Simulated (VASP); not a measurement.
Runs of VASP 6.6.1 on Cu. The structure is that of space group Im-3m (No. 229), or close to it. The cells are those of the table. 

```tsv
task	cell	k mesh	cutoff (eV)	gap on the mesh (eV)	pressure (GPa)	relaxed volume (Å³/atom)
single point	a = 2.450 Å, angles 109.5°, 1 atom	10 × 10 × 10	600	none	(a)	-
single point	a = 2.413 Å, angles 109.5°, 1 atom	8 × 8 × 8	600	none	10.2	-
single point	a = 2.452 Å, angles 109.5°, 1 atom	20 × 20 × 20	520	none	(b)	-
relaxation of cell and atoms	relaxed from a = 2.450 Å, angles 109.5°, 1 atom	20 × 20 × 20	600	none	0.0	11.41
relaxation of cell and atoms	relaxed from a = 2.413 Å, angles 109.5°, 1 atom	10 × 10 × 10	600	none	0.0	11.40
```

Alike in all rows: level PBEsol; potentials or basis VASP PAW PBE potentials, release 64 (Cu); no spin polarisation; smearing gaussian 0.1 eV.

Fill in the values left out.

(a) 1.2; (b) 0.7.

Caveats: some runs use coarse meshes; the PAW data sets were made with another functional, which shifts forces and pressure a little.

A gap of «none» marks levels without a gap at the run's occupations.
